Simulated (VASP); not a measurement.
# Al24N25 (a cell with a defect) in VASP: a series of runs

The runs below take Al24N25 (a cell with a defect) through relaxation of the atoms, single point, with PBE.

Program: VASP 6.6.1. These are calculated values, not measurements. Logs are shortened: lines on timing, memory, paths and dates and some standing lists are left out, and cuts for length are marked.

### 1 The cell of the first run

The cell holds a defect, 49 atoms: a = 8.023 Å, b = 8.023 Å, c = 8.023 Å, α = 85.02°, β = 85.02°, γ = 85.02°.

### 2 Relaxation of the atoms, PBE, collinear spin (with an interstitial atom)

Input file INCAR:

```
SYSTEM = Al24N25
ALGO     = Normal         ! electronic algorithm
EDIFF    = 1E-7           ! SCF threshold, eV
EDIFFG   = -0.025         ! ionic threshold
ENCUT    = 520            ! plane-wave cutoff, eV
GGA      = PE             ! functional
GGA_COMPAT= .FALSE.      
IBRION   = 2              ! ionic algorithm
ISIF     = 2              ! what is computed and relaxed
ISMEAR   = 0              ! smearing method
ISPIN    = 2              ! spin polarisation
LASPH    = .TRUE.         ! aspherical terms in the spheres
LCHARG   = .FALSE.        ! write CHGCAR
LORBIT   = 11             ! projections on sites
LREAL    = Auto         
LWAVE    = .FALSE.        ! write WAVECAR
MAGMOM   = 0 0 0 0 0.1 0 0 0 0 0 0.1 0.1 0 0.1 0 0 0 0 0.1 0.1 0 0 0 0 0 0 0 0 0 0 0 0 0 0 0 0 0 0 0 0 0.1 0 0 0 0.1 0 0 0.1 0.1 ! initial moments
NCORE    = 4            
NELM     = 200            ! most SCF steps
NELMIN   = 4            
NSW      = 65             ! ionic steps
PREC     = Accurate       ! precision mode
SIGMA    = 0.01           ! smearing width, eV
```

Input file KPOINTS:

```
k-points
0
G
  1 1 1
  0 0 0
```

Input file POSCAR:

```
Al24N25
1.0
    3.1302084199     -5.4216800216      5.0180433219
    3.1302084199      5.4216800216      5.0180433219
   -6.2604168399      0.0000000000      5.0180433219
Al N
24 25
Direct
    0.6664114086      0.3330780753      0.4997447420
    0.9997447420      0.6664114086      0.8330780753
    0.3330780753      0.4997447420      0.6664114086
    0.8330780753      0.4997447420      0.1664114086
    0.1664114086      0.3330780753      0.9997447420
    0.4997447420      0.6664114086      0.3330780753
    0.8330780753      0.9997447420      0.6664114086
    0.1664114086      0.8330780753      0.4997447420
    0.4997447420      0.1664114086      0.8330780753
    0.6664114086      0.8330780753      0.9997447420
    0.9997447420      0.1664114086      0.3330780753
    0.3330780753      0.9997447420      0.1664114086
    0.6664114086      0.4997447420      0.8330780753
    0.9997447420      0.8330780753      0.1664114086
    0.3330780753      0.6664114086      0.9997447420
    0.8330780753      0.6664114086      0.4997447420
    0.1664114086      0.4997447420      0.3330780753
    0.4997447420      0.8330780753      0.6664114086
    0.8330780753      0.1664114086      0.9997447420
    0.1664114086      0.9997447420      0.8330780753
    0.4997447420      0.3330780753      0.1664114086
    0.6664114086      0.9997447420      0.3330780753
    0.9997447420      0.3330780753      0.6664114086
    0.3330780753      0.1664114086      0.4997447420
    0.7935885914      0.4602552580      0.6269219247
    0.1269219247      0.7935885914      0.9602552580
    0.4602552580      0.6269219247      0.7935885914
    0.9602552580      0.6269219247      0.2935885914
    0.2935885914      0.4602552580      0.1269219247
    0.6269219247      0.7935885914      0.4602552580
    0.9602552580      0.1269219247      0.7935885914
    0.2935885914      0.9602552580      0.6269219247
    0.6269219247      0.2935885914      0.9602552580
    0.7935885914      0.9602552580      0.1269219247
    0.1269219247      0.2935885914      0.4602552580
    0.4602552580      0.1269219247      0.2935885914
    0.4602552580      0.2935885914      0.6269219247
    0.7935885914      0.6269219247      0.9602552580
    0.1269219247      0.4602552580      0.7935885914
    0.6269219247      0.4602552580      0.2935885914
    0.9602552580      0.2935885914      0.1269219247
    0.2935885914      0.6269219247      0.4602552580
    0.6269219247      0.9602552580      0.7935885914
    0.9602552580      0.7935885914      0.6269219247
    0.2935885914      0.1269219247      0.9602552580
    0.4602552580      0.7935885914      0.1269219247
    0.7935885914      0.1269219247      0.4602552580
    0.1269219247      0.9602552580      0.2935885914
    0.0694444444      0.0694444444      0.0694444444
```

Potentials or basis: VASP PAW PBE potentials, release 64 (Al, N).

Launch:

```
$ cat potpaw_PBE.64/Al/POTCAR potpaw_PBE.64/N/POTCAR > POTCAR
$ mpirun -np 4 vasp_gam > vasp.out
```

OUTCAR:

```text
SYSTEM = Al24N25
   EDIFF = 1E-7
   EDIFFG = -0.025
   ENCUT = 520
   GGA = PE
   IBRION = 2
   ISIF = 2
   ISMEAR = 0
   ISPIN = 2
   LASPH = .TRUE.
   LORBIT = 11
   LREAL = Auto
   NELM = 200
   NELMIN = 4
   NSW = 65
   PREC = Accurate

 ion  position               nearest neighbor table
   1  0.666  0.333  0.500-  37 1.90  40 1.90  47 1.90  25 1.91  16 3.09  24 3.09  22 3.09  13 3.09
                            23 3.09  21 3.09   3 3.13   6 3.13   7 3.13   9 3.13  11 3.13   4 3.13
   2  1.000  0.666  0.833-  38 1.90  39 1.90  44 1.90  26 1.91  23 3.09  15 3.09  14 3.09  16 3.09
                            20 3.09  13 3.09   5 3.13   3 3.13   4 3.13   8 3.13   7 3.13  10 3.13
   3  0.333  0.500  0.666-  37 1.90  42 1.90  39 1.90  27 1.91  18 3.09  23 3.09  13 3.09  17 3.09
                            24 3.09  15 3.09   1 3.13   2 3.13   8 3.13   6 3.13   9 3.13   5 3.13
   4  0.833  0.500  0.166-  41 1.90  38 1.90  40 1.90  28 1.91  14 3.09  21 3.09  17 3.09  13 3.09
                            19 3.09  16 3.09   5 3.13   6 3.13  10 3.13   2 3.13  11 3.13   1 3.13
   5  0.166  0.333  1.000-  41 1.90  39 1.90  45 1.90  29 1.91  49 2.32  19 3.09  15 3.09  20 3.09
                            17 3.09  21 3.09  23 3.09   4 3.13   2 3.13  12 3.13  11 3.13   9 3.13
   6  0.500  0.666  0.333-  42 1.90  40 1.90  46 1.90  30 1.91  21 3.09  16 3.09  18 3.09  15 3.09
                            17 3.09  22 3.09   1 3.13   4 3.13   3 3.13  10 3.13  12 3.13   8 3.13
   7  0.833  1.000  0.666-  44 1.90  47 1.90  43 1.90  31 1.91  18 3.09  23 3.09  20 3.09  22 3.09
                            16 3.09  19 3.09   8 3.13   1 3.13   9 3.13  11 3.13   2 3.13  10 3.13
   8  0.166  0.833  0.500-  44 1.90  48 1.90  42 1.90  32 1.91  16 3.09  24 3.09  17 3.09  20 3.09
                            18 3.09  14 3.09   7 3.13  11 3.13   3 3.13   2 3.13   6 3.13  12 3.13
   9  0.500  0.166  0.833-  45 1.90  43 1.90  37 1.90  33 1.91  18 3.09  19 3.09  21 3.09  24 3.09
[... 53 lines left out ...]
  47  0.794  0.127  0.460-  11 1.90   7 1.90   1 1.90  22 1.91
  48  0.127  0.960  0.294-  11 1.90   8 1.90  12 1.90  14 1.91
  49  0.069  0.069  0.069-  14 2.09  19 2.09  20 2.09   5 2.32  12 2.32  11 2.32

  LATTYP: Found a trigonal (rhomboedric) cell.
 ALAT       =     8.0233146385
 COS(alpha) =     0.0867490897

  Lattice vectors:

 A1 = (   3.1302084199,  -5.4216800216,   5.0180433219)
 A2 = (   3.1302084199,   5.4216800216,   5.0180433219)
 A3 = (  -6.2604168399,   0.0000000000,   5.0180433219)

Analysis of symmetry for initial positions (statically):
=====================================================================
 Subroutine PRICEL returns:
 Original cell was already a primitive cell.

 Routine SETGRP: Setting up the symmetry group for a
 trigonal (rhombohedral) supercell.

 Subroutine GETGRP returns: Found  3 space group operations
 (whereof  3 operations were pure point group operations)
 out of a pool of 12 trial point group operations.

The static configuration has the point symmetry C_3 .

Analysis of symmetry for dynamics (positions and initial velocities):
=====================================================================
 Subroutine PRICEL returns:
 Original cell was already a primitive cell.

 Routine SETGRP: Setting up the symmetry group for a
 trigonal (rhombohedral) supercell.

 Subroutine GETGRP returns: Found  3 space group operations
 (whereof  3 operations were pure point group operations)
 out of a pool of 12 trial point group operations.

The dynamic configuration has the point symmetry C_3 .

Analysis of structural, dynamic, and magnetic symmetry:
=====================================================================
 Subroutine PRICEL returns:
 Original cell was already a primitive cell.

 Routine SETGRP: Setting up the symmetry group for a
 trigonal (rhombohedral) supercell.

 Subroutine GETGRP returns: Found  3 space group operations
 (whereof  3 operations were pure point group operations)
 out of a pool of 12 trial point group operations.

The overall configuration has the point symmetry C_3 .

 Subroutine INISYM returns: Found  3 space group operations
 (whereof  3 operations are pure point group operations),
 and found     1 'primitive' translations

[... 182 lines left out ...]
   IMIX   =      4    mixing-type and parameters
     AMIX     =   0.40;   BMIX     =  1.00
     AMIX_MAG =   1.60;   BMIX_MAG =  1.00
  volume/ion in A,a.u.               =      10.43        70.37
  Fermi-wavevector in a.u.,A,eV,Ry     =   1.191514  2.251636 19.316282  1.419707
  Thomas-Fermi vector in A             =   2.327574
   LORBIT       =     11    0 simple, 1 ext, 2 COOP (PROOUT), +10 PAW based schemes
   GGA     = PE    functional components
   LHFCALC =     F    Hartree Fock is set to
   AEXX    =    0.0000 exact exchange contribution
   IVDW    =     0    specifies the selected vdW correction
   LEPSILON=     F    determine dielectric tensor
   LRPA    =     F    only Hartree local field effects (RPA)
 conjugate gradient relaxation of ions
 spin polarized calculation
 Gauss-broadening in eV      SIGMA  =   0.01
  energy-cutoff  :      520.00
  volume of cell :      510.97
 maximum number of plane-waves:      6838
 NGX is ok and might be reduce to    60
   NGX = 29   NGY = 29   NGZ = 29

--------------------------------------- Ionic step        1  -------------------------------------------

 number of electron     196.9999975 magnetization       3.0000461

 Free energy of the ion-electron system (eV)
  ---------------------------------------------------
  ext. energy  EPLUGINS =         0.00000000
  ---------------------------------------------------
  free energy    TOTEN  =      -357.03857159 eV

  energy without entropy =     -357.03857159  energy(sigma->0) =     -357.03857159

------------------------ aborting loop because EDIFF is reached ----------------------------------------

  FORCE on cell =-STRESS in cart. coord.  units (eV):
  Direction    XX          YY          ZZ          XY          YZ          ZX
  --------------------------------------------------------------------------------------
  -------------------------------------------------------------------------------------
  Total        7.7520764      7.7520764     11.6796611     -0.0000000      0.0000000     -0.0000000
  in kB       24.3072504     24.3072504     36.6225036     -0.0000000      0.0000000     -0.0000000
  external PRESSURE =      28.4123348 kB  Pullay stress =       0.0000000 kB
[... 230 lines left out ...]
  FREE ENERGIE OF THE ION-ELECTRON SYSTEM (eV)
  ---------------------------------------------------
  free  energy   TOTEN  =      -357.7939341176 eV

  energy  without entropy=     -357.7939341176  energy(sigma->0) =     -357.79393412

[... ionic steps 4 to 11 ...]

--------------------------------------- Ionic step       12  -------------------------------------------

 number of electron     196.9999983 magnetization       2.9999994

------------------------ aborting loop because EDIFF is reached ----------------------------------------
[... 161 lines left out ...]
--------------------------------------- Ionic step       14  -------------------------------------------

 number of electron     196.9999983 magnetization       2.9999994

 Free energy of the ion-electron system (eV)
  ---------------------------------------------------
  ext. energy  EPLUGINS =         0.00000000
  ---------------------------------------------------
  free energy    TOTEN  =      -358.05085075 eV

  energy without entropy =     -358.05085075  energy(sigma->0) =     -358.05085075

 E-fermi :   6.6756     XC(G=0): -10.9164

 val. band max:        6.6200666647   @ k =   0.0000   0.0000   0.0000
 cond. band min:       7.9983401546   @ k =   0.0000   0.0000   0.0000
 fundamental gap:      1.3782734899
 Fermi energy:         6.6755942865

 spin component 1

 k-point     1 :       0.0000    0.0000    0.0000
  band No.  band energies     occupation
      1     -10.0333      1.00000
      2      -8.6978      1.00000
      3      -7.8231      1.00000
      4      -7.8231      1.00000
      5      -7.7780      1.00000
      6      -7.7531      1.00000
[... 102 lines left out ...]
    109      12.5250      0.00000
    110      12.5250      0.00000
 Fermi energy:         6.6755942865

 spin component 2

 k-point     1 :       0.0000    0.0000    0.0000
  band No.  band energies     occupation
      1      -9.2432      1.00000
      2      -8.2870      1.00000
      3      -7.7333      1.00000
      4      -7.7333      1.00000
      5      -7.7326      1.00000
      6      -7.7066      1.00000
[... 102 lines left out ...]
    109      12.5579      0.00000
    110      12.5622      0.00000
 [bands above 110 left out]

------------------------ aborting loop because EDIFF is reached ----------------------------------------

  FORCE on cell =-STRESS in cart. coord.  units (eV):
  Direction    XX          YY          ZZ          XY          YZ          ZX
  --------------------------------------------------------------------------------------
  -------------------------------------------------------------------------------------
  Total        5.6254278      5.6254278     11.2409748      0.0000000      0.0000000     -0.0000000
  in kB       17.6389748     17.6389748     35.2469677      0.0000000      0.0000000     -0.0000000
  external PRESSURE =      23.5083058 kB  Pullay stress =       0.0000000 kB
[... 64 lines left out ...]
  FREE ENERGIE OF THE ION-ELECTRON SYSTEM (eV)
  ---------------------------------------------------
  free  energy   TOTEN  =      -358.0508507495 eV

  energy  without entropy=     -358.0508507495  energy(sigma->0) =     -358.05085075

 reached required accuracy - stopping structural energy minimisation

 total charge

# of ion       s       p       d       tot
------------------------------------------
    1        0.363   0.435   0.000   0.799
    2        0.365   0.440   0.000   0.806
    3        0.363   0.435   0.000   0.799
    4        0.371   0.444   0.000   0.815
    5        0.359   0.424   0.000   0.783
    6        0.363   0.435   0.000   0.799
[... 41 lines left out ...]
   48        1.237   2.574   0.000   3.810
   49        1.353   2.290   0.000   3.643
--------------------------------------------------
tot         39.378  75.691   0.000 115.069

 magnetization (x)

# of ion       s       p       d       tot
------------------------------------------
    1        0.000   0.000   0.000   0.000
    2        0.001   0.003   0.000   0.004
    3        0.000   0.000   0.000   0.000
    4        0.007   0.015   0.000   0.022
    5       -0.001  -0.003   0.000  -0.004
    6        0.000   0.000   0.000   0.000
[... 41 lines left out ...]
   48        0.015   0.166   0.000   0.182
   49        0.035   1.197   0.000   1.232
--------------------------------------------------
tot          0.127   2.131   0.000   2.258
```

It took 7.1 min on 4 MPI ranks of Intel Xeon Platinum 8488C (Sapphire Rapids), shared host; peak memory 0.26 GiB.

What came out:

```
Free energy                                           : -358.0509 eV
Energy gained by relaxing                             : 20.7 meV/atom
Ionic steps                                           : 14
Pressure after relaxing                               : 2.4 GPa
Largest force after relaxing                          : 0.019 eV/Å
Band gap on the k mesh                                : 1.38 eV
Net moment                                            : 3.00 μB per cell
Site moments                                          : Al +0.00, +0.02, -0.00 (each value once); N +0.00, +0.11, +0.01, +0.18, +1.23 (each value once) μB
Valence electrons inside the program's atomic spheres : Al 0.80, 0.81, 0.78, 0.77, 0.79 (each value once); N 3.85, 3.83, 3.86, 3.81, 3.64 (each value once)
```

Forces in eV/Å, atoms in the order of the input:
```
Al  -0.007  0.000  0.013
Al   0.008  0.010 -0.002
Al   0.004  0.006  0.013
Al   0.016 -0.001 -0.006
Al   0.002  0.002  0.004
Al   0.004 -0.007  0.013
Al  -0.013  0.002 -0.002
Al  -0.007  0.014 -0.006
Al  -0.008 -0.013 -0.006
Al   0.005 -0.012 -0.002
Al  -0.003  0.001  0.004
Al   0.001 -0.003  0.004
Al   0.002  0.005 -0.005
Al  -0.001  0.000 -0.005
Al   0.005  0.005  0.001
Al  -0.006 -0.001 -0.005
Al  -0.001  0.007  0.005
Al   0.003 -0.005 -0.005
Al   0.001  0.001 -0.005
Al   0.001 -0.001 -0.005
Al   0.007 -0.003  0.005
Al   0.002 -0.007  0.001
Al  -0.007  0.002  0.001
Al  -0.006 -0.004  0.005
N   -0.004  0.002 -0.004
N    0.002 -0.005 -0.008
N    0.004  0.002 -0.004
N   -0.006  0.000  0.006
N   -0.004 -0.003  0.005
N    0.000 -0.004 -0.004
N    0.004  0.004 -0.008
N    0.003 -0.005  0.006
N    0.003  0.006  0.006
N   -0.006  0.001 -0.008
N    0.005 -0.002  0.005
N    0.000  0.005  0.005
N    0.004  0.010  0.002
N   -0.005 -0.005 -0.010
N    0.008 -0.008  0.012
N   -0.010 -0.002  0.002
N    0.000 -0.008 -0.001
N    0.007 -0.008  0.002
N   -0.001  0.007 -0.010
N    0.007 -0.002 -0.010
N   -0.007  0.004 -0.001
N   -0.011 -0.003  0.012
N    0.003  0.011  0.012
N    0.007  0.004 -0.001
N    0.000  0.000 -0.019
```

The path:
```csv
step,energy change (eV),largest force (eV/Å),pressure (GPa)
1,0.0000,3.0705,2.84
2,-0.6627,1.6822,2.56
3,-0.7554,1.2584,2.49
4,-0.9548,0.3254,2.32
5,-0.9565,0.3069,2.32
6,-0.9933,0.1715,2.31
7,-0.9936,0.1530,2.31
8,-1.0063,0.0667,2.32
9,-1.0070,0.0726,2.32
10,-1.0105,0.0445,2.33
11,-1.0106,0.0508,2.34
12,-1.0117,0.0291,2.34
13,-1.0118,0.0311,2.34
14,-1.0123,0.0185,2.35
```

Final structure:
```
Al N
1.0
     3.13021   -5.42168    5.01804
     3.13021    5.42168    5.01804
    -6.26042    0.00000    5.01804
Al N
24 25
Direct
  0.66712 0.33393 0.49734
  0.99788 0.66249 0.83288
  0.33393 0.49734 0.66712
  0.82785 0.50986 0.16813
  0.16831 0.33476 0.00048
  0.49734 0.66712 0.33393
  0.83288 0.99788 0.66249
  0.16813 0.82785 0.50986
  0.50986 0.16813 0.82785
  0.66249 0.83288 0.99788
  0.00048 0.16831 0.33476
  0.33476 0.00048 0.16831
  0.66764 0.49949 0.83215
  0.99955 0.83558 0.16562
  0.33472 0.66341 0.99970
  0.83215 0.66764 0.49949
  0.16577 0.50081 0.33231
  0.49949 0.83215 0.66764
  0.83558 0.16562 0.99955
  0.16562 0.99955 0.83558
  0.50081 0.33231 0.16577
  0.66341 0.99970 0.33472
  0.99970 0.33472 0.66341
  0.33231 0.16577 0.50081
  0.79356 0.46136 0.62522
  0.12945 0.78277 0.95693
  0.46136 0.62522 0.79356
  0.95993 0.63073 0.29439
  0.29533 0.45977 0.12816
  0.62522 0.79356 0.46136
  0.95693 0.12945 0.78277
  0.29439 0.95993 0.63073
  0.63073 0.29439 0.95993
  0.78277 0.95693 0.12945
  0.12816 0.29533 0.45977
  0.45977 0.12816 0.29533
  0.46244 0.29350 0.62502
  0.79130 0.62857 0.95927
  0.12694 0.45757 0.79304
  0.62502 0.46244 0.29350
  0.95730 0.30867 0.13249
  0.29350 0.62502 0.46244
  0.62857 0.95927 0.79130
  0.95927 0.79130 0.62857
  0.30867 0.13249 0.95730
  0.45757 0.79304 0.12694
  0.79304 0.12694 0.45757
  0.13249 0.95730 0.30867
  0.05798 0.05798 0.05798
```

Caveat: the k points lie up to 0.79 Å⁻¹ apart; the cell differs from its parent crystal (with an interstitial atom).

(Part 1 of 2 ends here.)
